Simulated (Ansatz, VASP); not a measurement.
One calculation of Al2Cu, two programs

Contents of INCAR:

```
PREC = Accurate
ENCUT = 520
EDIFF = 1E-6
ISMEAR = 0
SIGMA = 0.15
LREAL = F
LASPH = T
NELM = 80
ALGO = Fast
ISIF = 2
LWAVE = F
LCHARG = F
GGA = CA
NBANDS = 16
```

Contents of KPOINTS:

```
Automatic mesh
0
Gamma
  10 10 14
```

The input POSCAR:

```
Al2Cu
1.0
    4.1366000000      0.0000000000      0.0000000000
    0.0000000000      4.1366000000      0.0000000000
    0.0000000000      0.0000000000      2.7461000000
Al Cu
2 1
Direct
    0.5000000000      0.0000000000      0.5000000000
    0.0000000000      0.5000000000      0.5000000000
    0.0000000000      0.0000000000      0.0000000000
```

Input for Ansatz:

```yaml
crystal:
  lattice:
    - [4.1366, 0.0, 0.0]
    - [0.0, 4.1366, 0.0]
    - [0.0, 0.0, 2.7461]
  atoms:
    - { symbol: Al, position: [0.5, 0.0, 0.5] }
    - { symbol: Al, position: [0.0, 0.5, 0.5] }
    - { symbol: Cu, position: [0.0, 0.0, 0.0] }
basis:
  ecutwfc: 520.0
kpoints:
  mp_grid: { grid: [10, 10, 14] }
hamiltonian:
  xc: lda
  pseudopotentials: { kind: paw, azcp: { folder: soft_1 } }
scf:
  occupations: { method: gaussian, width: 0.15 }
output:
  forces: true
  stress: true
  eigenvalues: true
  write_density: true
  write_potential: true
  elf: true
  volumetric_format: npy
```

Alike in both runs: task single point; functional LDA; k mesh 10 × 10 × 14; occupations gaussian, width 0.15 eV; no spin polarisation.

|  | VASP | Ansatz |
| --- | --- | --- |
| version | VASP 6.6.1 | Ansatz 0.2.0 |
| potentials or method | VASP PAW LDA potentials, release 64 (Al, Cu), cutoff 520 eV | scalar-relativistic, plane waves, PAW |
| valence electrons in the cell | 17 | 25 |

|  | VASP | Ansatz | Ansatz less VASP |
| --- | --- | --- | --- |
| gap on the k mesh at the Fermi level (eV) | none | none | - |
| pressure (GPa) | -1.3 | -1.5 | -0.16 |
| traceless stress, the component that is largest in VASP (GPa) | 2.39 | 2.45 | +0.061 |

Ansatz warns that its potentials were made for another functional, while VASP's fit it. LDA's correlation is that of Perdew and Zunger in VASP and of Perdew and Wang (1992) in Ansatz. A gap of «none» marks a metal or a gap that the smearing closes. VASP's potentials hold 17 valence electrons a cell and Ansatz's 25, so a difference there can come from the potentials and not from the codes.
